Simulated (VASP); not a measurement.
# TaSi in VASP: further runs

TaSi is run at these levels: PBE; tasks: single point.

All numbers are computed with VASP 6.6.1; they aren't measurements. Logs are shortened: lines on timing, memory, paths and dates and some standing lists are left out, and cuts for length are marked.

## (1) The cell of the first run

It takes space group P4/nmm (No. 129, tetragonal). Conventional cell: a = 3.404 Å, b = 3.404 Å, c = 5.460 Å, α = 90.00°, β = 90.00°, γ = 90.00°. Ta (site symmetry 4mm) has 6 Si at 2.67 to 2.79 Å and 8 Ta at 2.85 to 3.40 Å within 3.5 Å. Within 3.5 Å of Si (site symmetry 4mm) lie 6 Ta at 2.67 to 2.79 Å and 8 Si at 2.79 to 3.40 Å.

## (2) Single point, PBE

The input, INCAR:

```
ALGO = Normal ; EDIFF = 1E-7
ENCUT = 520 ; GGA = PE
ISIF = 2 ; ISMEAR = 0
LASPH = True ; LCHARG = True
LELF = True ; LREAL = False
LVHAR = True ; LWAVE = False
NBANDS = 23 ; NELM = 80
PREC = Accurate ; SIGMA = 0.1
```

The input, KPOINTS:

```
k-points
0
Gamma
  6 6 4
```

The input, POSCAR:

```
TaSi
1.0
    3.4041165053      0.0000000000      0.0000000000
    0.0000000000      3.4041165053      0.0000000000
    0.0000000000      0.0000000000      5.4598079041
Ta Si
2 2
Direct
    0.5000000000      0.0000000000      0.8596650817
    0.0000000000      0.5000000000      0.1403349183
    0.5000000000      0.0000000000      0.3702628277
    0.0000000000      0.5000000000      0.6297371723
```

Potentials or basis: VASP PAW PBE potentials, release 64 (Ta_pv, Si).

Launch:

```sh
cat potpaw_PBE.64/Ta_pv/POTCAR potpaw_PBE.64/Si/POTCAR > POTCAR
mpirun -np 1 vasp_std > vasp.out
```

OUTCAR:

```text
EDIFF = 1E-7
   ENCUT = 520
   GGA = PE
   ISIF = 2
   ISMEAR = 0
   LASPH = True
   LREAL = False
   NELM = 80
   PREC = Accurate

 ion  position               nearest neighbor table
   1  0.500  0.000  0.860-   3 2.67   4 2.71   4 2.71   4 2.71   4 2.71   3 2.79   2 2.85   2 2.85
                             2 2.85   2 2.85
   2  0.000  0.500  0.140-   4 2.67   3 2.71   3 2.71   3 2.71   3 2.71   4 2.79   1 2.85   1 2.85
                             1 2.85   1 2.85
   3  0.500  0.000  0.370-   1 2.67   2 2.71   2 2.71   2 2.71   2 2.71   1 2.79   4 2.79   4 2.79
                             4 2.79   4 2.79
   4  0.000  0.500  0.630-   2 2.67   1 2.71   1 2.71   1 2.71   1 2.71   2 2.79   3 2.79   3 2.79
                             3 2.79   3 2.79

  LATTYP: Found a simple tetragonal cell.
 ALAT       =     3.4041165053
 C/A-ratio  =     1.6038839727

  Lattice vectors:

 A1 = (   3.4041165053,   0.0000000000,   0.0000000000)
 A2 = (   0.0000000000,   3.4041165053,   0.0000000000)
 A3 = (   0.0000000000,   0.0000000000,   5.4598079041)

Analysis of symmetry for initial positions (statically):
=====================================================================
 Subroutine PRICEL returns:
 Original cell was already a primitive cell.

 Routine SETGRP: Setting up the symmetry group for a
 simple tetragonal supercell.

 Subroutine GETGRP returns: Found 16 space group operations
 (whereof  8 operations were pure point group operations)
 out of a pool of 16 trial point group operations.

The static configuration has the point symmetry D_2d.
 The point group associated with its full space group is D_4h.

Analysis of symmetry for dynamics (positions and initial velocities):
=====================================================================
 Subroutine PRICEL returns:
 Original cell was already a primitive cell.

 Routine SETGRP: Setting up the symmetry group for a
 simple tetragonal supercell.

 Subroutine GETGRP returns: Found 16 space group operations
 (whereof  8 operations were pure point group operations)
 out of a pool of 16 trial point group operations.

The dynamic configuration has the point symmetry D_2d.
 The point group associated with its full space group is D_4h.

 Subroutine INISYM returns: Found 16 space group operations
 (whereof  8 operations are pure point group operations),
 and found     1 'primitive' translations

----------------------------------------------------------------------------------------

                                     Primitive cell

  volume of cell :      63.2683

  direct lattice vectors                    reciprocal lattice vectors
     3.404116505  0.000000000  0.000000000     0.293761979  0.000000000  0.000000000
     0.000000000  3.404116505  0.000000000     0.000000000  0.293761979  0.000000000
     0.000000000  0.000000000  5.459807904     0.000000000  0.000000000  0.183156627

  length of vectors
     3.404116505  3.404116505  5.459807904     0.293761979  0.293761979  0.183156627

  position of ions in fractional coordinates (direct lattice)
     0.500000000  0.000000000  0.859665082
     0.000000000  0.500000000  0.140334918
     0.500000000  0.000000000  0.370262828
     0.000000000  0.500000000  0.629737172

  ion indices of the primitive-cell ions
   primitive index   ion index
                 1           1
                 2           2
                 3           3
                 4           4

----------------------------------------------------------------------------------------

 KPOINTS: k-points

Automatic generation of k-mesh.
 Grid dimensions read from file:
 generate k-points for:    6    6    4

 Generating k-lattice:

  Cartesian coordinates                     Fractional coordinates (reciprocal lattice)
     0.048960330  0.000000000  0.000000000     0.166666667  0.000000000  0.000000000
     0.000000000  0.048960330  0.000000000     0.000000000  0.166666667  0.000000000
     0.000000000  0.000000000  0.045789157     0.000000000  0.000000000  0.250000000

  Length of vectors
     0.048960330  0.048960330  0.045789157

  Shift w.r.t. Gamma in fractional coordinates (k-lattice)
     0.000000000  0.000000000  0.000000000

 Subroutine IBZKPT returns following result:
 ===========================================

 Found     30 irreducible k-points:

 Following reciprocal coordinates:
            Coordinates               Weight
  0.000000  0.000000  0.000000      1.000000
  0.166667  0.000000  0.000000      4.000000
  0.333333  0.000000  0.000000      4.000000
  0.500000  0.000000  0.000000      2.000000
  0.166667  0.166667  0.000000      4.000000
  0.333333  0.166667  0.000000      8.000000
[... 16 lines left out ...]
  0.333333  0.000000  0.500000      4.000000
  0.500000  0.000000  0.500000      2.000000
 [... further k-points ...]
   k-points           NKPTS =     30   k-points in BZ     NKDIM =     30   number of bands    NBANDS=     23
   number of dos      NEDOS =    301   number of ions     NIONS =      4
   total plane-waves  NPLWV =  32928
   dimension x,y,z NGX =    28 NGY =   28 NGZ =   42
   dimension x,y,z NGXF=    56 NGYF=   56 NGZF=   84
   ions per type =               2   2
   NGX,Y,Z   is equivalent  to a cutoff of  13.67, 13.67, 12.79 a.u.
   NGXF,Y,Z  is equivalent  to a cutoff of  27.35, 27.35, 25.58 a.u.
 SYSTEM =  unknown system
   PREC   = accura    normal or accurate (medium, high low for compatibility)
   ISTART =      0    job   : 0-new  1-cont  2-samecut
   ICHARG =      2    charge: 1-file 2-atom 10-const
   ISPIN  =      1    spin polarized calculation?
   LNONCOLLINEAR =      F non collinear calculations
   LSORBIT =      F    spin-orbit coupling
   LASPH  =      T    aspherical Exc in radial PAW
   ENCUT  =  520.0 eV  38.22 Ry    6.18 a.u.   6.33  6.33 10.15*2*pi/ulx,y,z
   NELM   =     80;   NELMIN=  2; NELMDL= -5     # of ELM steps
   EDIFF  = 0.1E-06   stopping-criterion for ELM
   LREAL  =      F    real-space projection
   EDIFFG = 0.1E-05   stopping-criterion for IOM
   NSW    =      0    number of steps for IOM
   IBRION =     -1    ionic relax: 0-MD 1-quasi-New 2-CG
   NFREE  =      0    steps in history (QN), initial steepest desc. (CG)
   ISIF   =      2    stress and relaxation
   ISYM   =      2    0-nonsym 1-usesym 2-fastsym
   POTIM  = 0.5000    time-step for ionic-motion
   TEBEG  =    0.0;   TEEND  =   0.0 temperature during run
   PSTRESS=    0.0 pullay stress
   NELECT =      30.0000    total number of electrons
   NUPDOWN=      -1.0000    fix difference up-down
   EMIN   =  10.00;   EMAX   =-10.00  energy-range for DOS
   EFERMI =   0.00;   METHOD = LEGACY
   ISMEAR =     0;   SIGMA  =   0.10  broadening in eV -4-tet -1-fermi 0-gaus
   EFERMI_NEDOS =   21; number of points for ismear=-14 and -15
   IALGO  =     38    algorithm
   IMIX   =      4    mixing-type and parameters
     AMIX     =   0.40;   BMIX     =  1.00
     AMIX_MAG =   1.60;   BMIX_MAG =  1.00
  volume/ion in A,a.u.               =      15.82       106.74
  Fermi-wavevector in a.u.,A,eV,Ry     =   1.276595  2.412415 22.173348  1.629695
  Thomas-Fermi vector in A             =   2.409242
   LORBIT       =      0    0 simple, 1 ext, 2 COOP (PROOUT), +10 PAW based schemes
   GGA     = PE    functional components
   LHFCALC =     F    Hartree Fock is set to
   AEXX    =    0.0000 exact exchange contribution
   IVDW    =     0    specifies the selected vdW correction
   LEPSILON=     F    determine dielectric tensor
   LRPA    =     F    only Hartree local field effects (RPA)
 non-spin polarized calculation
 Gauss-broadening in eV      SIGMA  =   0.10
  energy-cutoff  :      520.00
  volume of cell :       63.27
 maximum number of plane-waves:      1728
 NGX is ok and might be reduce to    28

 number of electron      30.0000003 magnetization

 Free energy of the ion-electron system (eV)
  ---------------------------------------------------
  ext. energy  EPLUGINS =         0.00000000
  ---------------------------------------------------
  free energy    TOTEN  =       -35.80763780 eV

  energy without entropy =      -35.79903019  energy(sigma->0) =      -35.80333400

 E-fermi :   7.8021     XC(G=0): -12.0864

 val. band max:        7.7943657100   @ k =   0.1667   0.1667   0.5000
 cond. band min:       7.8901092383   @ k =   0.5000   0.1667   0.5000
 fundamental gap:      0.0957435283
 Fermi energy:         7.8021167924

 k-point     1 :       0.0000    0.0000    0.0000
  band No.  band energies     occupation
      1     -26.4671      2.00000
      2     -26.4278      2.00000
      3     -26.4278      2.00000
      4     -26.1319      2.00000
      5     -25.9651      2.00000
      6     -25.9651      2.00000
[... 15 lines left out ...]
     22      11.7277      0.00000
     23      12.7320      0.00000

 k-point     2 :       0.1667    0.0000    0.0000
  band No.  band energies     occupation
      1     -26.4986      2.00000
      2     -26.4868      2.00000
      3     -26.3938      2.00000
      4     -26.0866      2.00000
      5     -25.9929      2.00000
      6     -25.9910      2.00000
[... 15 lines left out ...]
     22      13.0570      0.00000
     23      13.9069      0.00000

 k-point     3 :       0.3333    0.0000    0.0000
  band No.  band energies     occupation
      1     -26.5942      2.00000
      2     -26.5504      2.00000
      3     -26.3032      2.00000
      4     -26.0714      2.00000
      5     -26.0368      2.00000
      6     -26.0218      2.00000
[... 15 lines left out ...]
     22      13.5685      0.00000
     23      14.1077      0.00000
[... 495 lines left out ...]
 k-point    23 :       0.3333    0.0000    0.5000
  band No.  band energies     occupation
      1     -26.5997      2.00000
      2     -26.5522      2.00000
      3     -26.3027      2.00000
      4     -26.0718      2.00000
      5     -26.0371      2.00000
      6     -26.0160      2.00000
[... 15 lines left out ...]
     22      12.9332      0.00000
     23      14.3631      0.00000

 k-point    24 :       0.5000    0.0000    0.5000
  band No.  band energies     occupation
      1     -26.6168      2.00000
      2     -26.6168      2.00000
      3     -26.1842      2.00000
      4     -26.1842      2.00000
      5     -26.0200      2.00000
      6     -26.0200      2.00000
[... 15 lines left out ...]
     22      12.4567      0.00000
     23      13.0710      0.00000

 [... further k-points ...]

------------------------ aborting loop because EDIFF is reached ----------------------------------------

  FORCE on cell =-STRESS in cart. coord.  units (eV):
  Direction    XX          YY          ZZ          XY          YZ          ZX
  --------------------------------------------------------------------------------------
  -------------------------------------------------------------------------------------
  Total        0.0924829      0.0924829     -0.1104072      0.0000000      0.0000000      0.0000000
  in kB        2.3419946      2.3419946     -2.7959011      0.0000000      0.0000000      0.0000000
  external PRESSURE =       0.6293627 kB  Pullay stress =       0.0000000 kB

 VOLUME and BASIS-vectors are now :
 -----------------------------------------------------------------------------
  energy-cutoff  :      520.00
  volume of cell :       63.27
      direct lattice vectors                 reciprocal lattice vectors
     3.404116505  0.000000000  0.000000000     0.293761979  0.000000000  0.000000000
     0.000000000  3.404116505  0.000000000     0.000000000  0.293761979  0.000000000
     0.000000000  0.000000000  5.459807904     0.000000000  0.000000000  0.183156627

 POSITION                                       TOTAL-FORCE (eV/Angst)
 -----------------------------------------------------------------------------------
      1.70206      0.00000      4.69361         0.000000     -0.000000      0.061575
      0.00000      1.70206      0.76620         0.000000      0.000000     -0.061575
      1.70206      0.00000      2.02156         0.000000     -0.000000      0.041314
      0.00000      1.70206      3.43824         0.000000     -0.000000     -0.041314
 -----------------------------------------------------------------------------------
    total drift:                               -0.000000      0.000000      0.000000

  FREE ENERGIE OF THE ION-ELECTRON SYSTEM (eV)
  ---------------------------------------------------
  free  energy   TOTEN  =       -35.8076378027 eV

  energy  without entropy=      -35.7990301946  energy(sigma->0) =      -35.80333400
```

It took 28 s on 1 thread of Intel Xeon Platinum 8375C at 2.90GHz (Ice Lake), shared host; peak memory 0.19 GiB.

What came out:

```yaml
Free_energy: -35.8076 eV
Pressure: 0.1 GPa
Largest_force: 0.062 eV/Å
Band_gap_on_the_k_mesh: zero (band 15 reaches 8.91 eV, above the bottom of band 16 at 6.52 eV)
```

Forces in eV/Å, atoms in the order of the input:
```
Ta   0.000  0.000  0.062
Ta   0.000  0.000 -0.062
Si   0.000  0.000  0.041
Si   0.000  0.000 -0.041
```

Caveat: spin-orbit coupling is left out, which moves the levels of the heavy elements.

## (3) Single point, PBE

This run uses another cell than the first one: it holds 8 atoms, not 4.

The input, INCAR:

```
SYSTEM = TaSi
PREC = Accurate ; ENCUT = 520
EDIFF = 1E-6 ; ISMEAR = 0
SIGMA = 0.2 ; LREAL = .FALSE.
LASPH = .TRUE. ; NELM = 100
ALGO = Normal ; ISIF = 2
LWAVE = .FALSE. ; LCHARG = .FALSE.
GGA = PE ; NBANDS = 40
```

The input, KPOINTS:

```
regular mesh
0
G
  6 6 2
  0 0 0
```

The input, POSCAR:

```
TaSi
1.0
    3.2857678400      0.8896856371      0.0102880873
   -0.8898890269      3.2857408686      0.0103029802
   -0.0229656237     -0.0406050450     10.9195161618
Ta Si
4 4
Direct
    0.2500094368      0.7499962466      0.4298321827
    0.2500058229      0.7499962101      0.9298328990
    0.7499923642      0.2500024910      0.0701670688
    0.7499931489      0.2500062054      0.5701676011
    0.2499902738      0.7500009772      0.1851322458
    0.2499964226      0.7500045183      0.6851305819
    0.7500061628      0.2499983403      0.3148687470
    0.7500063681      0.2499950110      0.8148686735
```

Potentials or basis: VASP PAW PBE potentials, release 64 (Ta_pv, Si).

Launch:

```sh
cat potpaw_PBE.64/Ta_pv/POTCAR potpaw_PBE.64/Si/POTCAR > POTCAR
mpirun -np 1 vasp_std > vasp.out
```

It took 2.4 min on 1 thread of Intel Xeon Platinum 8375C at 2.90GHz (Ice Lake), shared host; peak memory 0.33 GiB.

The run converged. Its results:

* Free energy: -71.6421 eV
* Pressure: 0.1 GPa
* Largest force: 0.006 eV/Å
* Band gap on the k mesh: zero (band 30 reaches 8.55 eV, above the bottom of band 31 at 6.52 eV)

Forces in eV/Å, atoms in the order of the input:
```
Ta   0.000  0.000 -0.002
Ta   0.000  0.000 -0.002
Ta   0.000  0.000  0.002
Ta   0.000  0.000  0.002
Si   0.000  0.000  0.006
Si   0.000  0.000  0.006
Si   0.000  0.000 -0.006
Si   0.000  0.000 -0.006
```

Levels at points of the mesh, in eV from the Fermi level:
| k point | band 26 | band 27 | band 28 | band 29 | band 30 | band 31 | band 32 | band 33 | band 34 | band 35 |
| --- | --- | --- | --- | --- | --- | --- | --- | --- | --- | --- |
| (0.00, 0.00, 0.00) | -0.23 | 0.21 | 0.52 | 0.53 | 0.53 | 0.59 | 0.61 | 0.76 | 0.96 | 0.96 |
| (0.50, 0.00, 0.00) | -1.94 | -1.54 | -1.54 | 0.58 | 0.58 | 1.14 | 1.14 | 1.23 | 1.23 | 3.12 |
| (0.00, 0.50, 0.00) | -1.94 | -1.54 | -1.54 | 0.58 | 0.58 | 1.14 | 1.14 | 1.23 | 1.23 | 3.12 |
| (0.50, 0.50, 0.00) | -1.83 | -1.51 | -1.51 | -1.13 | -1.13 | -0.56 | -0.56 | 2.83 | 2.83 | 3.21 |
| (0.00, 0.00, 0.50) | -0.06 | 0.15 | 0.15 | 0.56 | 0.56 | 0.67 | 0.67 | 0.67 | 0.67 | 1.32 |
| (0.50, 0.00, 0.50) | -1.76 | -1.76 | -1.76 | 0.77 | 0.77 | 0.77 | 0.77 | 1.97 | 1.97 | 1.97 |
| (0.00, 0.50, 0.50) | -1.76 | -1.76 | -1.76 | 0.77 | 0.77 | 0.77 | 0.77 | 1.97 | 1.97 | 1.97 |
| (0.50, 0.50, 0.50) | -1.62 | -1.62 | -1.62 | -0.93 | -0.93 | -0.93 | -0.93 | 3.16 | 3.16 | 3.16 |

Caveat: spin-orbit coupling is left out, which moves the levels of the heavy elements.

## (4) Single point, PBE

The input, INCAR:

```
  PREC = Accurate
  ENCUT = 520
  EDIFF = 1E-7
  ISMEAR = 0
  SIGMA = 0.1
  LREAL = False
  LASPH = True
  NELM = 80
  ALGO = Normal
  ISIF = 2
  LWAVE = False
  LCHARG = False
  GGA = PE
  NBANDS = 23
```

The input, KPOINTS:

```
Automatic mesh
0
Gamma
  14 14 8
```

The input, POSCAR:

```
TaSi
1.0
    3.4062535384      0.0000000000      0.0000000000
    0.0000000000      3.4062535384      0.0000000000
    0.0000000000      0.0000000000      5.4570616433
Ta Si
2 2
Direct
    0.5000000000      0.0000000000      0.8597352468
    0.0000000000      0.5000000000      0.1402647532
    0.5000000000      0.0000000000      0.3702048112
    0.0000000000      0.5000000000      0.6297951888
```

Launch:

```sh
cat potpaw_PBE.64/Ta_pv/POTCAR potpaw_PBE.64/Si/POTCAR > POTCAR
mpirun -np 1 vasp_std > vasp.out
```

It took 2.7 min on 1 thread of Intel Xeon Platinum 8375C at 2.90GHz (Ice Lake), shared host; peak memory 0.35 GiB.

It converged, with:

* Free energy: -35.7974 eV
* Pressure: 0.1 GPa
* Largest force: 0.005 eV/Å
* Band gap on the k mesh: zero (band 15 reaches 8.91 eV, above the bottom of band 16 at 6.36 eV)

Forces in eV/Å, atoms in the order of the input:
```
Ta   0.000  0.000  0.000
Ta   0.000  0.000  0.000
Si   0.000  0.000  0.005
Si   0.000  0.000 -0.005
```

Levels at points of the mesh, in eV from the Fermi level:
```tsv
k point	band 12	band 13	band 14	band 15	band 16	band 17	band 18	band 19
(0.00, 0.00, 0.00)	-1.28	-0.82	0.56	0.64	1.00	1.00	1.93	1.93
(0.50, 0.00, 0.00)	-2.16	-1.50	-1.50	0.62	0.62	1.27	1.27	3.64
(0.50, 0.50, 0.00)	-1.84	-1.79	-1.79	-1.09	-1.09	2.88	2.88	3.54
(0.00, 0.00, 0.50)	-1.50	-0.19	0.25	0.58	0.58	0.64	0.80	3.75
(0.50, 0.00, 0.50)	-2.52	-1.90	-1.90	1.19	1.19	3.16	3.16	3.54
(0.50, 0.50, 0.50)	-4.00	-1.46	-1.46	-0.52	-0.52	3.24	3.24	4.13
```

Caveat: spin-orbit coupling is left out, which moves the levels of the heavy elements.

## (5) Overview

```csv
cell,k mesh,smearing,gap on the mesh (eV),pressure (GPa),largest force (eV/Å)
"a = 3.404, b = 3.404, c = 5.460 Å, 4 atoms",6 × 6 × 4,gaussian 0.1 eV,none,0.1,0.06
"a = 3.404, b = 3.404, c = 10.920 Å, 8 atoms",6 × 6 × 2,gaussian 0.2 eV,none,0.1,0.01
"a = 3.406, b = 3.406, c = 5.457 Å, 4 atoms",14 × 14 × 8,gaussian 0.1 eV,none,0.1,0.01
```

Alike in all rows: task single point; level PBE; potentials or basis VASP PAW PBE potentials, release 64 (Ta_pv, Si); no spin polarisation; cutoff (eV) 520.

Caveats: spin-orbit coupling is left out, which moves the levels of the heavy elements.

Absolute energies hang on the potentials; compare differences alone.
